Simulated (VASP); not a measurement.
Write the native input for VASP 6.6.1 that does the following.

- Task: single point
- Functional: PBEsol
- Potentials or basis: VASP PAW PBE potentials, release 64 (N, Al)
- Cutoff: 520 eV
- k mesh: 9 × 9 × 1
- Occupations: gaussian, width 0.05 eV
- Spin: no spin polarisation
- Dipole correction: yes
- Further INCAR settings: ALGO = Normal; EDIFF = 1e-07; NBANDS = 36

The structure of AlN lies in POSCAR:

```
AlN
1.0
    3.1136926466      0.0000000000      0.0000000000
   -1.5568463233      2.6965369316      0.0000000000
    0.0000000000      0.0000000000     28.0466650089
N Al
6 6
Direct
    0.3333333333      0.6666666667      0.2809257098
    0.6666666667      0.3333333333      0.3625384870
    0.3333333333      0.6666666667      0.4476555211
    0.6666666667      0.3333333333      0.5343345693
    0.3333333333      0.6666666667      0.6211369492
    0.6666666667      0.3333333333      0.7086401640
    0.6666666667      0.3333333333      0.2908305970
    0.3333333333      0.6666666667      0.3768242214
    0.6666666667      0.3333333333      0.4637181710
    0.3333333333      0.6666666667      0.5505140287
    0.6666666667      0.3333333333      0.6373811757
    0.3333333333      0.6666666667      0.7255004059
```

The input as run:

INCAR

```
SYSTEM = AlN
  ALGO = Normal
  DIPOL = 0.5 0.5 0.500
  EDIFF = 1E-7
  ENCUT = 520
  GGA = PS
  IDIPOL = 3
  ISIF = 2
  ISMEAR = 0
  LASPH = .True.
  LCHARG = .False.
  LDIPOL = .True.
  LREAL = .False.
  LWAVE = .False.
  NBANDS = 36
  NELM = 80
  PREC = Accurate
  SIGMA = 0.05
```

KPOINTS

```
k-points
0
Gamma
  9 9 1
  0 0 0
```

Potentials or basis: VASP PAW PBE potentials, release 64 (N, Al).

The run is started by

```sh
$ cat potpaw_PBE.64/N/POTCAR potpaw_PBE.64/Al/POTCAR > POTCAR
$ mpirun -np 1 vasp_std > vasp.out
```

Results of the run:

* Largest force: 0.013 eV/Å
* Band gap on the k mesh: zero (band 24 reaches 1.74 eV, above the bottom of band 25 at 1.43 eV)

Caveat: the PAW data sets were made with another functional, which shifts forces and pressure a little.

Wall time 3 min on 1 thread of Intel(R) Xeon(R) Platinum 8488C (Sapphire Rapids) (shared host), peak memory 0.36 GiB.
